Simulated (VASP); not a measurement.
Write the native input for VASP 6.6.1 that does the following.

```
Task                   : electric field gradients
Functional             : PBEsol
Potentials or basis    : VASP PAW PBE potentials, release 64 (Hg)
Cutoff                 : 520 eV
k mesh                 : 8 × 8 × 9
Occupations            : fermi-dirac, width 0.05 eV
Spin                   : no spin polarisation
Dipole correction      : no
Further INCAR settings : ALGO = Normal; EDIFF = 1e-08; NBANDS = 25
```

The structure of Hg lies in POSCAR:

```
Hg
1.0
    4.5700691356      0.0000000000      0.0000000000
   -2.2850345678      3.9577959684      0.0000000000
    0.0000000000      0.0000000000      3.8956298860
Hg
3
Direct
    0.3333333333      0.6666666667      0.5000000000
    0.0000000000      0.0000000000      0.0000000000
    0.6666666667      0.3333333333      0.5000000000
```

The input as run:

INCAR

```
SYSTEM = Hg
PREC     = Accurate       ! precision mode
ENCUT    = 520            ! plane-wave cutoff, eV
EDIFF    = 1E-8           ! SCF threshold, eV
ISMEAR   = -1             ! smearing method
SIGMA    = 0.05           ! smearing width, eV
LREAL    = .False.        ! projectors in reciprocal space
LASPH    = .True.         ! aspherical terms in the spheres
NELM     = 80             ! most SCF steps
ALGO     = Normal         ! electronic algorithm
ISIF     = 2              ! what is computed and relaxed
LWAVE    = .False.        ! write WAVECAR
LCHARG   = .False.        ! write CHGCAR
GGA      = PS             ! functional
LEFG     = .True.       
NBANDS   = 25             ! bands
```

KPOINTS

```
regular mesh
0
Gamma
  8 8 9
  0 0 0
```

Potentials or basis: VASP PAW PBE potentials, release 64 (Hg).

Command:

```console
$ cat potpaw_PBE.64/Hg/POTCAR > POTCAR
$ mpirun -np 1 vasp_std > vasp.out
```

Results of the run:

```
Pressure                                : 7.0 GPa
Band gap on the k mesh                  : zero (bands 18 and 19 overlap by 4.93 eV)
Largest electric field gradient by atom : Hg +326.2, +30.9 (each value once) V/Å²
```

Caveat: the stress differs along the axes, from -1 to 11 GPa; without QUAD_EFG the Cq values of the log hold for a quadrupole moment of 1 mb, not for the nuclei; the PAW data sets were made with another functional, which shifts forces and pressure a little; spin-orbit coupling is left out, which moves the levels of the heavy elements.

Run time: 100 s on 1 thread of Oxide Virtual Turin-like Processor (shared host), peak memory 0.19 GiB.
